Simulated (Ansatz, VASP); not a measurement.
## BaTe in VASP and in Ansatz

INCAR

```
SYSTEM = BaTe
ALGO     = Normal         ! electronic algorithm
EDIFF    = 1E-6           ! SCF threshold, eV
ENCUT    = 520            ! plane-wave cutoff, eV
GGA      = PS             ! functional
ISIF     = 2              ! what is computed and relaxed
ISMEAR   = 0              ! smearing method
LASPH    = .TRUE.         ! aspherical terms in the spheres
LCHARG   = .TRUE.         ! write CHGCAR
LELF     = .TRUE.         ! ELF
LREAL    = .FALSE.        ! projectors in reciprocal space
LVHAR    = .TRUE.       
LWAVE    = .FALSE.        ! write WAVECAR
NBANDS   = 15             ! bands
NELM     = 100            ! most SCF steps
PREC     = Accurate       ! precision mode
SIGMA    = 0.05           ! smearing width, eV
```

KPOINTS

```
k-points
0
G
  6 6 6
  0 0 0
```

Contents of POSCAR:

```
BaTe
1.0
    4.0919673600      0.0000000000      0.0000000000
    0.0000000000      4.0919673600      0.0000000000
    0.0000000000      0.0000000000      4.4329646400
Ba Te
1 1
Direct
    0.0000000000      0.0000000000      0.0000000000
    0.5000000000      0.5000000000      0.5000000000
```

Input for Ansatz:

```yaml
crystal:
  lattice:
    - [4.09196736, 0.0, 0.0]
    - [0.0, 4.09196736, 0.0]
    - [0.0, 0.0, 4.43296464]
  atoms:
    - { symbol: Ba, position: [0.0, 0.0, 0.0] }
    - { symbol: Te, position: [0.5, 0.5, 0.5] }
basis:
  ecutwfc: 420
kpoints:
  mp_grid: { grid: [6, 6, 6] }
hamiltonian:
  xc: pbesol
scf:
  occupations: { method: gaussian, width: 0.05 }
output:
  forces: true
  stress: true
  eigenvalues: true
```

Change from the starting cell: strain -0.040 along x and y, +0.040 along z, atoms carried along.

Alike in both runs: task single point; functional PBEsol; k mesh 6 × 6 × 6; occupations gaussian, width 0.05 eV; no spin polarisation.

```csv
,VASP,Ansatz
version,VASP 6.6.1,Ansatz 0.2.0
potentials or method,"VASP PAW PBE potentials, release 64 (Ba_sv, Te), cutoff 520 eV","scalar-relativistic, plane waves, PAW"
valence electrons in the cell,16,26
```

Ansatz gave:

| Quantity | Value |
| --- | --- |
| gap on the k mesh at the Fermi level (eV) | 0.32 |
| least direct gap on the mesh (eV) | 0.60 |
| pressure (GPa) | -1.0 |
| traceless stress, the component that is largest in VASP (GPa) | -3.89 |

Question: Which values does VASP return?

Answer: gap on the k mesh at the Fermi level (eV): 0.21; least direct gap on the mesh (eV): 0.48; pressure (GPa): -0.4; traceless stress, the component that is largest in VASP (GPa): -3.90.

VASP's potentials were made for PBE, not for PBEsol. VASP's potentials hold 16 valence electrons a cell and Ansatz's 26, so a difference there can come from the potentials and not from the codes.

Spin-orbit coupling is off throughout.
